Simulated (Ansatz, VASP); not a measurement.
**One calculation of Al3BAs4, two programs**

File INCAR:

```
SYSTEM = Al3BAs4
ALGO = Normal
EDIFF = 1E-6
ENCUT = 500
GGA = PE
GGA_COMPAT = .FALSE.
ISIF = 2
ISMEAR = 0
LASPH = .TRUE.
LCHARG = .TRUE.
LELF = .TRUE.
LREAL = .FALSE.
LVHAR = .TRUE.
LWAVE = .FALSE.
NBANDS = 26
NELM = 120
PREC = Accurate
SIGMA = 0.1
```

File KPOINTS:

```
k-points
0
G
  4 4 2
  0 0 0
```

File POSCAR:

```
Al3BAs4
1.0
    3.8612326302      0.0000000000      0.0000000000
    0.0000000000      3.8612326302      0.0000000000
    0.0000000000      0.0000000000     11.2552416367
Al B As
3 1 4
Direct
    0.0000000000      0.0000000000      0.7350002664
    0.5000000000      0.5000000000      0.0000000000
    0.0000000000      1.0000000000      0.2649997336
    0.5000000000      0.5000000000      0.5000000000
    0.5000000000      0.0000000000      0.8673751438
    0.0000000000      0.5000000000      0.1326248562
    0.5000000000      0.0000000000      0.3993137402
    0.0000000000      0.5000000000      0.6006862598
```

Input for Ansatz:

```yaml
crystal:
  lattice:
    - [3.8612326302, 0.0, 0.0]
    - [0.0, 3.8612326302, 0.0]
    - [0.0, 0.0, 11.2552416367]
  atoms:
    - { symbol: Al, position: [0.0, 0.0, 0.7350002664] }
    - { symbol: Al, position: [0.5, 0.5, 0.0] }
    - { symbol: Al, position: [0.0, 1.0, 0.2649997336] }
    - { symbol: B, position: [0.5, 0.5, 0.5] }
    - { symbol: As, position: [0.5, 0.0, 0.8673751438] }
    - { symbol: As, position: [0.0, 0.5, 0.1326248562] }
    - { symbol: As, position: [0.5, 0.0, 0.3993137402] }
    - { symbol: As, position: [0.0, 0.5, 0.6006862598] }
basis:
  ecutwfc: 420
kpoints:
  mp_grid: { grid: [4, 4, 2] }
hamiltonian:
  xc: pbe
scf:
  occupations: { method: gaussian, width: 0.1 }
  lower_state_search: "off"
output:
  forces: true
  stress: true
  eigenvalues: true
```

Alike in both runs: task single point; functional PBE; k mesh 4 × 4 × 2; occupations gaussian, width 0.1 eV; no spin polarisation.

```csv
,VASP,Ansatz
version,VASP 6.6.1,Ansatz 0.2.0
potentials or method,"VASP PAW PBE potentials, release 64 (Al, B, As), cutoff 500 eV","scalar-relativistic, plane waves, PAW"
valence electrons in the cell,32,72
```

|  | VASP | Ansatz | Ansatz less VASP |
| --- | --- | --- | --- |
| gap on the k mesh at the Fermi level (eV) | 0.88 | 0.89 | +0.004 |
| least direct gap on the mesh (eV) | 0.88 | 0.89 | +0.004 |
| pressure (GPa) | 0.3 | 0.1 | -0.19 |
| traceless stress, the component that is largest in VASP (GPa) | -0.70 | -0.70 | +0.002 |
| rms of the force components (eV/Å) | 0.007 | 0.008 | +0.0011 |

Atom by atom the forces differ by 0.002 eV/Å (rms over components). VASP's potentials hold 32 valence electrons a cell and Ansatz's 72, so a difference there can come from the potentials and not from the codes.
